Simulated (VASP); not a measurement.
Write the native input for VASP 6.6.1 that does the following.

```yaml
Task: single point
Functional: r2SCAN
Potentials_or_basis: VASP PAW PBE potentials, release 64 (I)
Cutoff: 520 eV
k_mesh: 5 × 5 × 2
Occupations: fermi-dirac, width 0.1 eV
Spin: no spin polarisation
Dipole_correction: no
Further_INCAR_settings: ALGO = Normal; EDIFF = 1e-06; NBANDS = 22
```

The system is I.

```
CELL_PARAMETERS angstrom
3.58057 2.36648 0.00000
3.58057 -2.36648 0.00000
0.00000 0.00000 -9.65346
ATOMIC_POSITIONS crystal
I 0.15000 0.85000 0.88300
I 0.35000 0.65000 0.38300
I 0.85000 0.15000 0.11700
I 0.65000 0.35000 0.61700
```

These files were run (other wordings do the same):

POSCAR

```
I
1.0
    3.5805655600      2.3664799200      0.0000000000
    3.5805655600     -2.3664799200      0.0000000000
    0.0000000000      0.0000000000     -9.6534613700
I
4
Direct
    0.1500000000      0.8500000000      0.8830000000
    0.3500000000      0.6500000000      0.3830000000
    0.8500000000      0.1500000000      0.1170000000
    0.6500000000      0.3500000000      0.6170000000
```

INCAR.step1

```
SYSTEM = I
PREC = Accurate
ENCUT = 520
ISMEAR = -1
SIGMA = 0.1
LREAL = .FALSE.
LASPH = .TRUE.
NELM = 100
NBANDS = 22
GGA = PE
ALGO = Normal
EDIFF = 1E-4
LWAVE = .TRUE.
LCHARG = .FALSE.
```

INCAR.step2

```
SYSTEM = I
PREC = Accurate
ENCUT = 520
EDIFF = 1E-6
ISMEAR = -1
SIGMA = 0.1
LREAL = .FALSE.
LASPH = .TRUE.
NELM = 100
ALGO = Normal
ISIF = 2
LWAVE = .FALSE.
LCHARG = .FALSE.
METAGGA = R2SCAN
LMIXTAU = .TRUE.
NBANDS = 22
ISTART = 1
```

KPOINTS

```
Automatic mesh
0
G
  5 5 2
  0 0 0
```

Potentials or basis: VASP PAW PBE potentials, release 64 (I).

Run with:

```console
$ cat potpaw_PBE.64/I/POTCAR > POTCAR
$ cp INCAR.step1 INCAR
$ mpirun -np 1 vasp_std > vasp.out
$ cp INCAR.step2 INCAR
$ mpirun -np 1 vasp_std > vasp.out
```

Results of the run:

```json
{
 "Pressure": "2.1 GPa",
 "Largest force": "0.735 eV/Å",
 "Band gap on the k mesh": "1.61 eV (least direct gap 1.73 eV)"
}
```

Caveat: the PAW data sets were made with another functional, which shifts forces and pressure a little; spin-orbit coupling is left out, which moves the levels of the heavy elements.

Run time: 2.9 min on 1 thread of Intel(R) Xeon(R) Platinum 8259CL CPU @ 2.50GHz (Skylake/Cascade Lake), on a shared host, peak memory 0.29 GiB.
